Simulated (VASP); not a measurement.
# Al2O3 (R-3c) in VASP: a series of runs

The runs below take Al2O3 through single point, with revPBE+D4, PBE+D4.

Program: VASP 6.6.1. These are calculated values, not measurements. Logs are shortened: lines on timing, memory, paths and dates and some standing lists are left out, and cuts for length are marked.

**The experiment to reproduce.**

“Multi-petahertz electron interference in Cr:Al2O3 solid-state material”, 2018, pmc:5906618 quotes, for a bulk crystal of Al2O3: band gap 8.7 eV (optical).

How close the calculation comes is told below.

## 1. The cell of the first run

It takes space group R-3c (No. 167, trigonal). The conventional cell has a = 4.760 Å, b = 4.760 Å, c = 12.996 Å, α = 90.00°, β = 90.00°, γ = 120.00°. Al (site symmetry 3) has 6 O at 1.85 to 1.97 Å within 2.5 Å. Within 2.9 Å of O (site symmetry 2) lie 4 Al at 1.85 to 1.97 Å and 12 O at 2.53 to 2.86 Å.

## 2. Single point, revPBE+D4

INCAR reads:

```
SYSTEM = Al2O3
ALGO     = Normal         ! electronic algorithm
EDIFF    = 1E-7           ! SCF threshold, eV
ENCUT    = 520            ! plane-wave cutoff, eV
GGA      = RE             ! functional
ISIF     = 2              ! what is computed and relaxed
ISMEAR   = -1             ! smearing method
IVDW     = 13             ! dispersion correction
LASPH    = .True.         ! aspherical terms in the spheres
LCHARG   = .False.        ! write CHGCAR
LREAL    = .False.        ! projectors in reciprocal space
LWAVE    = .False.        ! write WAVECAR
NBANDS   = 35             ! bands
NELM     = 100            ! most SCF steps
PREC     = Accurate       ! precision mode
SIGMA    = 0.05           ! smearing width, eV
```

KPOINTS reads:

```
k-points
0
Gamma
  7 7 7
  0 0 0
```

POSCAR reads:

```
Al2O3
1.0
    2.3802500000      1.3742379782      4.3318666667
   -2.3802500000      1.3742379782      4.3318666667
    0.0000000000     -2.7484759565      4.3318666667
Al O
4 6
Direct
    0.8521600000      0.8521600000      0.8521600000
    0.6478400000      0.6478400000      0.6478400000
    0.1478400000      0.1478400000      0.1478400000
    0.3521600000      0.3521600000      0.3521600000
    0.0566800000      0.7500000000      0.4433200000
    0.7500000000      0.4433200000      0.0566800000
    0.4433200000      0.0566800000      0.7500000000
    0.9433200000      0.2500000000      0.5566800000
    0.2500000000      0.5566800000      0.9433200000
    0.5566800000      0.9433200000      0.2500000000
```

Potentials or basis: VASP PAW PBE potentials, release 64 (Al, O).

Command:

```sh
cat potpaw_PBE.64/Al/POTCAR potpaw_PBE.64/O/POTCAR > POTCAR
mpirun -np 1 vasp_std > vasp.out
```

OUTCAR:

```text
SYSTEM = Al2O3
   EDIFF = 1E-7
   ENCUT = 520
   GGA = RE
   ISIF = 2
   ISMEAR = -1
   IVDW = 13
   LASPH = .True.
   LREAL = .False.
   NELM = 100
   PREC = Accurate

 ion  position               nearest neighbor table
   1  0.852  0.852  0.852-   8 1.85   9 1.85  10 1.85   6 1.97   7 1.97   5 1.97   2 2.66   3 2.79
                             3 2.79   3 2.79   2 3.22   2 3.22   2 3.22
   2  0.648  0.648  0.648-   9 1.85   8 1.85  10 1.85   5 1.97   7 1.97   6 1.97   1 2.66   4 2.79
                             4 2.79   4 2.79   1 3.22   1 3.22   1 3.22
   3  0.148  0.148  0.148-   5 1.85   6 1.85   7 1.85   9 1.97  10 1.97   8 1.97   4 2.66   1 2.79
                             1 2.79   1 2.79   4 3.22   4 3.22   4 3.22
   4  0.352  0.352  0.352-   6 1.85   5 1.85   7 1.85   8 1.97  10 1.97   9 1.97   3 2.66   2 2.79
                             2 2.79   2 2.79   3 3.22   3 3.22   3 3.22
   5  0.057  0.750  0.443-   3 1.85   4 1.85   2 1.97   1 1.97
   6  0.750  0.443  0.057-   4 1.85   3 1.85   1 1.97   2 1.97
   7  0.443  0.057  0.750-   3 1.85   4 1.85   1 1.97   2 1.97
   8  0.943  0.250  0.557-   1 1.85   2 1.85   4 1.97   3 1.97
   9  0.250  0.557  0.943-   2 1.85   1 1.85   3 1.97   4 1.97
  10  0.557  0.943  0.250-   1 1.85   2 1.85   3 1.97   4 1.97

  LATTYP: Found a trigonal (rhomboedric) cell.
 ALAT       =     5.1302230849
 COS(alpha) =     0.5694707703

  Lattice vectors:

 A1 = (   2.3802500000,   1.3742379782,   4.3318666667)
 A2 = (  -2.3802500000,   1.3742379782,   4.3318666667)
 A3 = (   0.0000000000,  -2.7484759565,   4.3318666667)

Analysis of symmetry for initial positions (statically):
=====================================================================
 Subroutine PRICEL returns:
 Original cell was already a primitive cell.

 Routine SETGRP: Setting up the symmetry group for a
 trigonal (rhombohedral) supercell.

 Subroutine GETGRP returns: Found 12 space group operations
 (whereof  6 operations were pure point group operations)
 out of a pool of 12 trial point group operations.

The static configuration has the point symmetry S_6 .
 The point group associated with its full space group is D_3d.

Analysis of symmetry for dynamics (positions and initial velocities):
=====================================================================
 Subroutine PRICEL returns:
 Original cell was already a primitive cell.

 Routine SETGRP: Setting up the symmetry group for a
 trigonal (rhombohedral) supercell.

 Subroutine GETGRP returns: Found 12 space group operations
 (whereof  6 operations were pure point group operations)
 out of a pool of 12 trial point group operations.

The dynamic configuration has the point symmetry S_6 .
 The point group associated with its full space group is D_3d.

 Subroutine INISYM returns: Found 12 space group operations
 (whereof  6 operations are pure point group operations),
 and found     1 'primitive' translations

----------------------------------------------------------------------------------------

                                     Primitive cell

  volume of cell :      85.0180

  direct lattice vectors                    reciprocal lattice vectors
     2.380250000  1.374237978  4.331866667     0.210061968  0.121279334  0.076949121
    -2.380250000  1.374237978  4.331866667    -0.210061968  0.121279334  0.076949121
     0.000000000 -2.748475957  4.331866667     0.000000000 -0.242558668  0.076949121

  length of vectors
     5.130223085  5.130223085  5.130223085     0.254471756  0.254471756  0.254471756

  position of ions in fractional coordinates (direct lattice)
     0.852160000  0.852160000  0.852160000
     0.647840000  0.647840000  0.647840000
     0.147840000  0.147840000  0.147840000
     0.352160000  0.352160000  0.352160000
     0.056680000  0.750000000  0.443320000
     0.750000000  0.443320000  0.056680000
     0.443320000  0.056680000  0.750000000
     0.943320000  0.250000000  0.556680000
     0.250000000  0.556680000  0.943320000
     0.556680000  0.943320000  0.250000000

  ion indices of the primitive-cell ions
   primitive index   ion index
                 1           1
                 2           2
                 3           3
                 4           4
                 5           5
                 6           6
                 7           7
                 8           8
                 9           9
                10          10

----------------------------------------------------------------------------------------

 KPOINTS: k-points

Automatic generation of k-mesh.
 Grid dimensions read from file:
 generate k-points for:    7    7    7

 Generating k-lattice:

  Cartesian coordinates                     Fractional coordinates (reciprocal lattice)
     0.030008853  0.017325619  0.010992732     0.142857143  0.000000000  0.000000000
    -0.030008853  0.017325619  0.010992732     0.000000000  0.142857143  0.000000000
[... 65 lines left out ...]
  Fermi-wavevector in a.u.,A,eV,Ry     =   1.353064  2.556920 24.909299  1.830782
  Thomas-Fermi vector in A             =   2.480350
   LORBIT       =      0    0 simple, 1 ext, 2 COOP (PROOUT), +10 PAW based schemes
   GGA     = RE    functional components
   LHFCALC =     F    Hartree Fock is set to
   AEXX    =    0.0000 exact exchange contribution
   IVDW    =    13    specifies the selected vdW correction
   LEPSILON=     F    determine dielectric tensor
   LRPA    =     F    only Hartree local field effects (RPA)
 non-spin polarized calculation
  energy-cutoff  :      520.00
  volume of cell :       85.02
 maximum number of plane-waves:      2304
 NGX is ok and might be reduce to    40
   NGX = 19   NGY = 19   NGZ = 19

 number of electron      48.0000013 magnetization

 Free energy of the ion-electron system (eV)
  ---------------------------------------------------
  ext. energy  EPLUGINS =         0.00000000
  ---------------------------------------------------
  free energy    TOTEN  =       -71.40930651 eV

  energy without entropy =      -71.40930651  energy(sigma->0) =      -71.40930651

 E-fermi :   7.3374     XC(G=0): -11.5455

 val. band max:        6.2484970942   @ k =   0.0000   0.0000   0.0000
 cond. band min:      12.5391937656   @ k =   0.0000   0.0000   0.0000
 fundamental gap:      6.2906966714
 Fermi energy:         7.3374352924

 k-point     1 :       0.0000    0.0000    0.0000
  band No.  band energies     occupation
      1     -13.0455      2.00000
      2     -10.7354      2.00000
      3     -10.4610      2.00000
      4     -10.4610      2.00000
      5     -10.1491      2.00000
      6     -10.1491      2.00000
[... 27 lines left out ...]
     34      19.8896      0.00000
     35      20.9824      0.00000

 k-point     2 :       0.1429    0.0000   -0.0000
  band No.  band energies     occupation
      1     -12.9405      2.00000
      2     -10.7781      2.00000
      3     -10.5318      2.00000
      4     -10.4828      2.00000
      5     -10.1996      2.00000
      6     -10.1552      2.00000
[... 27 lines left out ...]
     34      19.4115      0.00000
     35      20.8422      0.00000

 k-point     3 :       0.2857    0.0000   -0.0000
  band No.  band energies     occupation
      1     -12.6375      2.00000
      2     -11.0991      2.00000
      3     -10.5200      2.00000
      4     -10.5138      2.00000
      5     -10.3163      2.00000
      6     -10.1963      2.00000
[... 27 lines left out ...]
     34      19.7317      0.00000
     35      20.1740      0.00000
[... 723 lines left out ...]
 k-point    23 :       0.2857    0.2857    0.1429
  band No.  band energies     occupation
      1     -12.7123      2.00000
      2     -11.0944      2.00000
      3     -10.5777      2.00000
      4     -10.3981      2.00000
      5     -10.3617      2.00000
      6     -10.1193      2.00000
[... 27 lines left out ...]
     34      19.7958      0.00000
     35      20.4435      0.00000

 k-point    24 :       0.4286    0.2857    0.1429
  band No.  band energies     occupation
      1     -12.4398      2.00000
      2     -11.1956      2.00000
      3     -10.7693      2.00000
      4     -10.5513      2.00000
      5     -10.3640      2.00000
      6     -10.0947      2.00000
[... 27 lines left out ...]
     34      19.9233      0.00000
     35      20.2037      0.00000

 [... further k-points ...]

------------------------ aborting loop because EDIFF is reached ----------------------------------------

  DFT-D4 for vdW energy calculation

  Edisp (eV):   -5.38100

  FORCE on cell =-STRESS in cart. coord.  units (eV):
  Direction    XX          YY          ZZ          XY          YZ          ZX
  --------------------------------------------------------------------------------------
  -------------------------------------------------------------------------------------
  Total       0.21147     0.21147    -0.11807     0.00000     0.00000     0.00000
  in kB       3.98510     3.98510    -2.22514     0.00000     0.00000     0.00000
  external pressure =        1.92 kB  Pullay stress =        0.00 kB

 VOLUME and BASIS-vectors are now :
 -----------------------------------------------------------------------------
  energy-cutoff  :      520.00
  volume of cell :       85.02
      direct lattice vectors                 reciprocal lattice vectors
     2.380250000  1.374237978  4.331866667     0.210061968  0.121279334  0.076949121
    -2.380250000  1.374237978  4.331866667    -0.210061968  0.121279334  0.076949121
     0.000000000 -2.748475957  4.331866667     0.000000000 -0.242558668  0.076949121

 POSITION                                       TOTAL-FORCE (eV/Angst)
 -----------------------------------------------------------------------------------
      0.00000     -0.00000     11.07433         0.000000      0.000000     -0.002594
      0.00000     -0.00000      8.41907         0.000000     -0.000000      0.002594
      0.00000     -0.00000      1.92127         0.000000     -0.000000      0.002594
      0.00000     -0.00000      4.57653         0.000000      0.000000     -0.002594
     -1.65027     -0.10988      5.41483         0.018391      0.031854     -0.000000
      0.72998      1.48412      5.41483         0.018391     -0.031854     -0.000000
      0.92030     -1.37424      5.41483        -0.036782      0.000000     -0.000000
      1.65027      0.10988      7.58077        -0.018391     -0.031854     -0.000000
     -0.72998     -1.48412      7.58077        -0.018391      0.031854     -0.000000
     -0.92030      1.37424      7.58077         0.036782      0.000000     -0.000000
 -----------------------------------------------------------------------------------
    total drift:                               -0.000000      0.000000     -0.000000

  FREE ENERGIE OF THE ION-ELECTRON SYSTEM (eV)
  ---------------------------------------------------
  free  energy   TOTEN  =       -76.7903034555 eV

  energy  without entropy=      -76.7903034554  energy(sigma->0) =      -76.79030346
```

It took 2.1 min on 1 thread of Intel Xeon 6975P-C (Granite Rapids), shared host; peak memory 0.28 GiB.

Results:

- Free energy: -76.7903 eV
- Pressure: 0.2 GPa
- Largest force: 0.037 eV/Å
- Band gap on the k mesh: 6.29 eV
- Dispersion energy per atom: -0.538 eV

Forces on the atoms (eV/Å):
```
Al   0.000  0.000 -0.003
Al   0.000  0.000  0.003
Al   0.000  0.000  0.003
Al   0.000  0.000 -0.003
O    0.018  0.032  0.000
O    0.018 -0.032  0.000
O   -0.037  0.000  0.000
O   -0.018 -0.032  0.000
O   -0.018  0.032  0.000
O    0.037  0.000  0.000
```

Stress tensor (GPa, compression positive):
```
 0.40  0.00  0.00
 0.00  0.40  0.00
 0.00  0.00 -0.22
```

Levels at points of the mesh, in eV from the valence-band top:
```tsv
k point	band 22	band 23	band 24	band 25	band 26	band 27
(0.00, 0.00, 0.00)	-0.05	-0.05	0.00	6.29	9.22	10.86
```

Caveat: the PAW data sets were made with another functional, which shifts forces and pressure a little; an odd mesh through Γ misses points on the zone boundary, where band edges can lie.

## 3. Single point, PBE+D4

This run uses another cell than the first one, of 8.59 Å³/atom.

INCAR reads:

```
SYSTEM = Al2O3
PREC = Accurate ; ENCUT = 520
EDIFF = 1E-6 ; ISMEAR = -1
SIGMA = 0.05 ; LREAL = .FALSE.
LASPH = .TRUE. ; NELM = 100
ALGO = Normal ; ISIF = 2
LWAVE = .FALSE. ; LCHARG = .FALSE.
GGA = PE ; IVDW = 13
NBANDS = 35
```

KPOINTS reads:

```
Automatic mesh
0
G
  7 7 7
  0 0 0
```

POSCAR reads:

```
Al2O3
1.0
    2.3888894658      1.3792259761      4.3440373659
   -2.3888894658      1.3792259761      4.3440373659
    0.0000000000     -2.7584519523      4.3440373659
Al O
4 6
Direct
    0.8521235883      0.8521235883      0.8521235883
    0.6478764117      0.6478764117      0.6478764117
    0.1478764117      0.1478764117      0.1478764117
    0.3521235883      0.3521235883      0.3521235883
    0.0564340832      0.7500000000      0.4435659168
    0.7500000000      0.4435659168      0.0564340832
    0.4435659168      0.0564340832      0.7500000000
    0.9435659168      0.2500000000      0.5564340832
    0.2500000000      0.5564340832      0.9435659168
    0.5564340832      0.9435659168      0.2500000000
```

Potentials or basis: VASP PAW PBE potentials, release 64 (Al, O).

Command:

```sh
cat potpaw_PBE.64/Al/POTCAR potpaw_PBE.64/O/POTCAR > POTCAR
mpirun -np 1 vasp_std > vasp.out
```

It took 2.5 min on 1 thread of Intel Xeon 6975P-C (Granite Rapids), shared host; peak memory 0.27 GiB.

The run converged. Its results:

```yaml
Free_energy: -77.4636 eV
Pressure: -0.1 GPa
Largest_force: 0.004 eV/Å
Band_gap_on_the_k_mesh: 6.09 eV
Dispersion_energy_per_atom: -0.268 eV
```

Forces on the atoms (eV/Å):
```
Al   0.000  0.000  0.004
Al   0.000  0.000 -0.004
Al   0.000  0.000 -0.004
Al   0.000  0.000  0.004
O    0.000  0.000  0.000
O    0.000  0.000  0.000
O    0.000  0.000  0.000
O    0.000  0.000  0.000
O    0.000  0.000  0.000
O    0.000  0.000  0.000
```

Levels at points of the mesh, in eV from the valence-band top:
```csv
k point,band 21,band 22,band 23,band 24,band 25,band 26,band 27,band 28
"(0.00, 0.00, 0.00)",-0.49,-0.05,-0.05,0.00,6.09,9.05,10.61,11.44
```

Caveat: an odd mesh through Γ misses points on the zone boundary, where band edges can lie.

## 4. Single point, revPBE+D4

This run uses another cell than the first one, of 8.67 Å³/atom.

INCAR reads:

```
SYSTEM = Al2O3
  ALGO = Normal
  EDIFF = 1E-7
  ENCUT = 520
  GGA = RE
  ISIF = 2
  ISMEAR = -1
  IVDW = 13
  LASPH = .True.
  LCHARG = .True.
  LELF = .True.
  LREAL = .False.
  LVHAR = .True.
  LWAVE = .False.
  NBANDS = 35
  NELM = 60
  PREC = Accurate
  SIGMA = 0.05
```

KPOINTS reads:

```
k-points
0
Gamma
  7 7 7
  0 0 0
```

POSCAR reads:

```
Al2O3
1.0
    2.3960137044      1.3833391572      4.3605553615
   -2.3960137044      1.3833391572      4.3605553615
    0.0000000000     -2.7666783145      4.3605553615
Al O
4 6
Direct
    0.8521600000      0.8521600000      0.8521600000
    0.6478400000      0.6478400000      0.6478400000
    0.1478400000      0.1478400000      0.1478400000
    0.3521600000      0.3521600000      0.3521600000
    0.0566800000      0.7500000000      0.4433200000
    0.7500000000      0.4433200000      0.0566800000
    0.4433200000      0.0566800000      0.7500000000
    0.9433200000      0.2500000000      0.5566800000
    0.2500000000      0.5566800000      0.9433200000
    0.5566800000      0.9433200000      0.2500000000
```

Command:

```sh
cat potpaw_PBE.64/Al/POTCAR potpaw_PBE.64/O/POTCAR > POTCAR
mpirun -np 1 vasp_std > vasp.out
```

Run time: 2.2 min. Hardware: 1 thread of Intel Xeon 6975P-C (Granite Rapids), shared host; peak memory 0.28 GiB.

The run converged. Its results:

* Free energy: -76.7701 eV
* Pressure: -4.5 GPa
* Largest force: 0.018 eV/Å
* Band gap on the k mesh: 6.04 eV
* Dispersion energy per atom: -0.527 eV

Forces in eV/Å, atoms in the order of the input:
```
Al   0.000  0.000  0.012
Al   0.000  0.000 -0.012
Al   0.000  0.000 -0.012
Al   0.000  0.000  0.012
O    0.009  0.016  0.000
O    0.009 -0.016  0.000
O   -0.018  0.000  0.000
O   -0.009 -0.016  0.000
O   -0.009  0.016  0.000
O    0.018  0.000  0.000
```

Stress tensor (GPa, compression positive):
```
-4.38  0.00  0.00
 0.00 -4.38  0.00
 0.00  0.00 -4.63
```

Levels at points of the mesh, in eV from the valence-band top:
```tsv
k point	band 22	band 23	band 24	band 25	band 26	band 27
(0.00, 0.00, 0.00)	-0.04	-0.04	0.00	6.04	9.07	10.60
```

Caveat: the cell stands under tension; the PAW data sets were made with another functional, which shifts forces and pressure a little; an odd mesh through Γ misses points on the zone boundary, where band edges can lie.

## 5. Summary

```tsv
level	cell	gap on the mesh (eV)	pressure (GPa)	largest force (eV/Å)
revPBE+D4	a = 5.130 Å, angles 55.3°, 10 atoms	6.29	0.2	0.04
PBE+D4	a = 5.146 Å, angles 55.3°, 10 atoms	6.09	-0.1	-
revPBE+D4	a = 5.164 Å, angles 55.3°, 10 atoms	6.04	-4.5	0.02
```

Alike in all rows: task single point; potentials or basis VASP PAW PBE potentials, release 64 (Al, O); no spin polarisation; k mesh 7 × 7 × 7; cutoff (eV) 520; smearing fermi-dirac 0.05 eV.

Caveats: an odd mesh through Γ misses points on the zone boundary, where band edges can lie; the PAW data sets were made with another functional, which shifts forces and pressure a little (at least some runs); the cell stands under tension (at least some runs).

Absolute energies hang on the potentials; compare differences alone.

## 6. Comparison with measurements

Step 2. Measured gap of Al2O3: 8.7 eV (optical; quoted in “Multi-petahertz electron interference in Cr:Al2O3 solid-state material”, 2018, pmc:5906618). This calculation gives 6.29 eV (-2.41 eV). The value is that of revPBE+D4 on a finite k mesh, which can miss the band edges, without temperature or zero-point motion. Semilocal functionals fall short of measured gaps as a rule.

Step 3. Against the measured gap of Al2O3, 8.7 eV (optical; quoted in “Multi-petahertz electron interference in Cr:Al2O3 solid-state material”, 2018, pmc:5906618), the calculated 6.09 eV is off by -2.61 eV. The value is that of PBE+D4 on a finite k mesh, which can miss the band edges, without temperature or zero-point motion. Semilocal functionals fall short of measured gaps as a rule.
